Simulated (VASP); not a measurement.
# BN (Cm) in VASP: a series of runs, part 2 of 2

VASP 6.6.1. The steps go on from the part before.

**4. Single point, PBE (all B atoms moved +0.175 Å, as atom 1 along Cartesian [1 1 0])**

The input, INCAR:

```
SYSTEM = BN
ALGO = Normal
EDIFF = 1E-6
ENCUT = 520
GGA = PE
ISIF = 2
ISMEAR = 0
LASPH = .TRUE.
LCHARG = .TRUE.
LELF = .TRUE.
LREAL = .FALSE.
LVHAR = .TRUE.
LWAVE = .FALSE.
NBANDS = 11
NELM = 80
PREC = Accurate
SIGMA = 0.05
```

The input, KPOINTS:

```
k-points
0
G
  12 12 12
  0 0 0
```

The input, POSCAR:

```
BN
1.0
    0.0000000000      1.8130010000      1.8130010000
    1.8130010000      0.0000000000      1.8130010000
    1.8130010000      1.8130010000      0.0000000000
B N
1 1
Direct
    0.0000000000      0.0000000000      0.0682535127
    0.7500000000      0.7500000000      0.7500000000
```

Potentials or basis: VASP PAW PBE potentials, release 64 (B, N).

The run is started by

```console
cat potpaw_PBE.64/B/POTCAR potpaw_PBE.64/N/POTCAR > POTCAR
mpirun -np 1 vasp_std > vasp.out
```

OUTCAR:

```text
SYSTEM = BN
   EDIFF = 1E-6
   ENCUT = 520
   GGA = PE
   ISIF = 2
   ISMEAR = 0
   LASPH = .TRUE.
   LREAL = .FALSE.
   NELM = 80
   PREC = Accurate

 ion  position               nearest neighbor table
   1  0.000  0.000  0.068-   2 1.43   2 1.58   2 1.58   2 1.72
   2  0.750  0.750  0.750-   1 1.43   1 1.58   1 1.58   1 1.72

  LATTYP: Found a face centered cubic cell.
 ALAT       =     3.6260020000

  Lattice vectors:

 A1 = (   0.0000000000,   1.8130010000,   1.8130010000)
 A2 = (   1.8130010000,   0.0000000000,   1.8130010000)
 A3 = (   1.8130010000,   1.8130010000,   0.0000000000)

Analysis of symmetry for initial positions (statically):
=====================================================================
 Subroutine PRICEL returns:
 Original cell was already a primitive cell.

 Routine SETGRP: Setting up the symmetry group for a
 face centered cubic supercell.

 Subroutine GETGRP returns: Found  2 space group operations
 (whereof  2 operations were pure point group operations)
 out of a pool of 48 trial point group operations.

The static configuration has the point symmetry C_1h.

Analysis of symmetry for dynamics (positions and initial velocities):
=====================================================================
 Subroutine PRICEL returns:
 Original cell was already a primitive cell.

 Routine SETGRP: Setting up the symmetry group for a
 face centered cubic supercell.

 Subroutine GETGRP returns: Found  2 space group operations
 (whereof  2 operations were pure point group operations)
 out of a pool of 48 trial point group operations.

The dynamic configuration has the point symmetry C_1h.

 Subroutine INISYM returns: Found  2 space group operations
 (whereof  2 operations are pure point group operations),
 and found     1 'primitive' translations

----------------------------------------------------------------------------------------

                                     Primitive cell

  volume of cell :      11.9186

  direct lattice vectors                    reciprocal lattice vectors
     0.000000000  1.813001000  1.813001000    -0.275785838  0.275785838  0.275785838
     1.813001000  0.000000000  1.813001000     0.275785838 -0.275785838  0.275785838
     1.813001000  1.813001000  0.000000000     0.275785838  0.275785838 -0.275785838

  length of vectors
     2.563970603  2.563970603  2.563970603     0.477675083  0.477675083  0.477675083

  position of ions in fractional coordinates (direct lattice)
     0.000000000  0.000000000  0.068253513
     0.750000000  0.750000000  0.750000000

  ion indices of the primitive-cell ions
   primitive index   ion index
                 1           1
                 2           2

----------------------------------------------------------------------------------------

 KPOINTS: k-points

Automatic generation of k-mesh.
 Grid dimensions read from file:
 generate k-points for:   12   12   12

 Generating k-lattice:

  Cartesian coordinates                     Fractional coordinates (reciprocal lattice)
    -0.022982153  0.022982153  0.022982153     0.083333333  0.000000000  0.000000000
     0.022982153 -0.022982153  0.022982153     0.000000000  0.083333333  0.000000000
     0.022982153  0.022982153 -0.022982153     0.000000000  0.000000000  0.083333333

  Length of vectors
     0.039806257  0.039806257  0.039806257

  Shift w.r.t. Gamma in fractional coordinates (k-lattice)
     0.000000000  0.000000000  0.000000000

 Subroutine IBZKPT returns following result:
 ===========================================

 Found    476 irreducible k-points:

 Following reciprocal coordinates:
            Coordinates               Weight
  0.000000  0.000000  0.000000      1.000000
  0.083333  0.000000  0.000000      4.000000
  0.000000  0.000000  0.083333      2.000000
  0.083333  0.083333  0.083333      2.000000
  0.166667  0.000000  0.000000      4.000000
  0.000000  0.000000  0.166667      2.000000
[... 16 lines left out ...]
  0.000000  0.166667  0.083333      4.000000
  0.083333  0.000000  0.166667      4.000000
 [... further k-points ...]
   k-points           NKPTS =    476   k-points in BZ     NKDIM =    476   number of bands    NBANDS=     11
   number of dos      NEDOS =    301   number of ions     NIONS =      2
   total plane-waves  NPLWV =   8000
   dimension x,y,z NGX =    20 NGY =   20 NGZ =   20
   dimension x,y,z NGXF=    40 NGYF=   40 NGZF=   40
   ions per type =               1   1
   NGX,Y,Z   is equivalent  to a cutoff of  12.97, 12.97, 12.97 a.u.
   NGXF,Y,Z  is equivalent  to a cutoff of  25.94, 25.94, 25.94 a.u.
 SYSTEM =  BN
   PREC   = accura    normal or accurate (medium, high low for compatibility)
   ISTART =      0    job   : 0-new  1-cont  2-samecut
   ICHARG =      2    charge: 1-file 2-atom 10-const
   ISPIN  =      1    spin polarized calculation?
   LNONCOLLINEAR =      F non collinear calculations
   LSORBIT =      F    spin-orbit coupling
   LASPH  =      T    aspherical Exc in radial PAW
   ENCUT  =  520.0 eV  38.22 Ry    6.18 a.u.   4.77  4.77  4.77*2*pi/ulx,y,z
   NELM   =     80;   NELMIN=  2; NELMDL= -5     # of ELM steps
   EDIFF  = 0.1E-05   stopping-criterion for ELM
   LREAL  =      F    real-space projection
   EDIFFG = 0.1E-04   stopping-criterion for IOM
   NSW    =      0    number of steps for IOM
   IBRION =     -1    ionic relax: 0-MD 1-quasi-New 2-CG
   NFREE  =      0    steps in history (QN), initial steepest desc. (CG)
   ISIF   =      2    stress and relaxation
   ISYM   =      2    0-nonsym 1-usesym 2-fastsym
   POTIM  = 0.5000    time-step for ionic-motion
   TEBEG  =    0.0;   TEEND  =   0.0 temperature during run
   PSTRESS=    0.0 pullay stress
   NELECT =       8.0000    total number of electrons
   NUPDOWN=      -1.0000    fix difference up-down
   EMIN   =  10.00;   EMAX   =-10.00  energy-range for DOS
   EFERMI =   0.00;   METHOD = LEGACY
   ISMEAR =     0;   SIGMA  =   0.05  broadening in eV -4-tet -1-fermi 0-gaus
   EFERMI_NEDOS =   21; number of points for ismear=-14 and -15
   IALGO  =     38    algorithm
   IMIX   =      4    mixing-type and parameters
     AMIX     =   0.40;   BMIX     =  1.00
     AMIX_MAG =   1.60;   BMIX_MAG =  1.00
  volume/ion in A,a.u.               =       5.96        40.22
  Fermi-wavevector in a.u.,A,eV,Ry     =   1.433387  2.708709 27.954506  2.054598
  Thomas-Fermi vector in A             =   2.552911
   LORBIT       =      0    0 simple, 1 ext, 2 COOP (PROOUT), +10 PAW based schemes
   GGA     = PE    functional components
   LHFCALC =     F    Hartree Fock is set to
   AEXX    =    0.0000 exact exchange contribution
   IVDW    =     0    specifies the selected vdW correction
   LEPSILON=     F    determine dielectric tensor
   LRPA    =     F    only Hartree local field effects (RPA)
 non-spin polarized calculation
 Gauss-broadening in eV      SIGMA  =   0.05
  energy-cutoff  :      520.00
  volume of cell :       11.92
 maximum number of plane-waves:       332
   NGX =  9   NGY =  9   NGZ =  9

 number of electron       7.9999999 magnetization

 Free energy of the ion-electron system (eV)
  ---------------------------------------------------
  ext. energy  EPLUGINS =         0.00000000
  ---------------------------------------------------
  free energy    TOTEN  =       -17.08990763 eV

  energy without entropy =      -17.08990763  energy(sigma->0) =      -17.08990763

 E-fermi :   8.6512     XC(G=0): -12.7760

 val. band max:        8.4498325937   @ k =   0.0000   0.0000   0.0000
 cond. band min:      11.3275277570   @ k =   0.5000   0.5000   0.0000
 fundamental gap:      2.8776951633
 Fermi energy:         8.6511942677

 k-point     1 :       0.0000    0.0000    0.0000
  band No.  band energies     occupation
      1     -12.8623      2.00000
      2       5.5684      2.00000
      3       7.4249      2.00000
      4       8.4498      2.00000
      5      15.3882      0.00000
      6      15.7919      0.00000
      7      17.0346      0.00000
      8      18.1618      0.00000
      9      31.5329      0.00000
     10      34.1056      0.00000
     11      34.9177      0.00000
[... 309 lines left out ...]
 k-point    24 :       0.0833    0.0000    0.1667
  band No.  band energies     occupation
      1     -12.2608      2.00000
      2       3.8337      2.00000
      3       6.4822      2.00000
      4       7.2924      2.00000
      5      15.5821      0.00000
      6      17.1189      0.00000
      7      17.7205      0.00000
      8      19.9477      0.00000
      9      28.1593      0.00000
     10      32.4291      0.00000
     11      33.0807      0.00000

 [... further k-points ...]
[... 5 lines left out ...]
  --------------------------------------------------------------------------------------
  -------------------------------------------------------------------------------------
  Total        0.5822804      0.5822804      0.7638782      0.6962041     -0.2247646     -0.2247647
  in kB       78.2742044     78.2742044    102.6858479     93.5886158    -30.2144266    -30.2144403
  external PRESSURE =      86.4114189 kB  Pullay stress =       0.0000000 kB

 VOLUME and BASIS-vectors are now :
 -----------------------------------------------------------------------------
  energy-cutoff  :      520.00
  volume of cell :       11.92
      direct lattice vectors                 reciprocal lattice vectors
     0.000000000  1.813001000  1.813001000    -0.275785838  0.275785838  0.275785838
     1.813001000  0.000000000  1.813001000     0.275785838 -0.275785838  0.275785838
     1.813001000  1.813001000  0.000000000     0.275785838  0.275785838 -0.275785838

 POSITION                                       TOTAL-FORCE (eV/Angst)
 -----------------------------------------------------------------------------------
      0.12374      0.12374      0.00000        -2.904470     -2.904470      1.442624
      2.71950      2.71950      2.71950         2.904470      2.904470     -1.442624
 -----------------------------------------------------------------------------------
    total drift:                                0.000119      0.000119     -0.000071

  FREE ENERGIE OF THE ION-ELECTRON SYSTEM (eV)
  ---------------------------------------------------
  free  energy   TOTEN  =       -17.0899076268 eV

  energy  without entropy=      -17.0899076268  energy(sigma->0) =      -17.08990763
```

OSZICAR:

```text
N       E                     dE             d eps       ncg     rms          rms(c)
DAV:   1     0.906427456820E+01    0.90643E+01   -0.46753E+03 10843   0.695E+02
DAV:   2    -0.176786845728E+02   -0.26743E+02   -0.26074E+02 12350   0.161E+02
DAV:   3    -0.181457162239E+02   -0.46703E+00   -0.46634E+00 12338   0.183E+01
DAV:   4    -0.181462460928E+02   -0.52987E-03   -0.52986E-03 11120   0.695E-01
DAV:   5    -0.181462466041E+02   -0.51131E-06   -0.51131E-06 12140   0.211E-02    0.698E+00
DAV:   6    -0.171775015863E+02    0.96875E+00   -0.33521E+00 11197   0.105E+01    0.332E+00
DAV:   7    -0.171047652900E+02    0.72736E-01   -0.11512E-01 11876   0.284E+00    0.197E+00
DAV:   8    -0.170896724072E+02    0.15093E-01   -0.38285E-02 11723   0.146E+00    0.199E-01
DAV:   9    -0.170898164440E+02   -0.14404E-03   -0.12786E-03 11099   0.307E-01    0.888E-02
DAV:  10    -0.170899014552E+02   -0.85011E-04   -0.15179E-04 11420   0.105E-01    0.176E-02
DAV:  11    -0.170899073257E+02   -0.58705E-05   -0.10514E-05 11957   0.275E-02    0.115E-02
DAV:  12    -0.170899076268E+02   -0.30107E-06   -0.15098E-06  6857   0.901E-03
   1 F= -.17089908E+02 E0= -.17089908E+02  d E =-.147638E-11
```

stdout:

```text
POSCAR found type information on POSCAR B N
 POSCAR found :  2 types and       2 ions
 scaLAPACK will be used
 LDA part: xc-table for (Slater+PW92), standard interpolation
 POSCAR, INCAR and KPOINTS ok, starting setup
 FFT: planning ... GRIDC
 FFT: planning ... GRID_SOFT
 FFT: planning ... GRID
 WAVECAR not read
 entering main loop
```

It took 41 s on 1 thread of Intel Xeon Platinum 8375C at 2.90GHz (Ice Lake), shared host; peak memory 0.17 GiB.

What came out:

```
Free energy            : -17.0899 eV
Pressure               : 8.6 GPa
Largest force          : 4.354 eV/Å
Band gap on the k mesh : 2.88 eV, indirect (least direct gap 6.94 eV)
```

Forces in eV/Å, atoms in the order of the input:
```
B   -2.904 -2.904  1.443
N    2.904  2.904 -1.443
```

Stress tensor (GPa, compression positive):
```
 7.83  9.36 -3.02
 9.36  7.83 -3.02
-3.02 -3.02 10.27
```

Caveat: the cell differs from its parent crystal (all B atoms moved +0.175 Å, as atom 1 along Cartesian [1 1 0]); forces of over 1 eV/Å act on the atoms, so gaps and moduli don't describe the material at rest. A k mesh can miss the band edges.
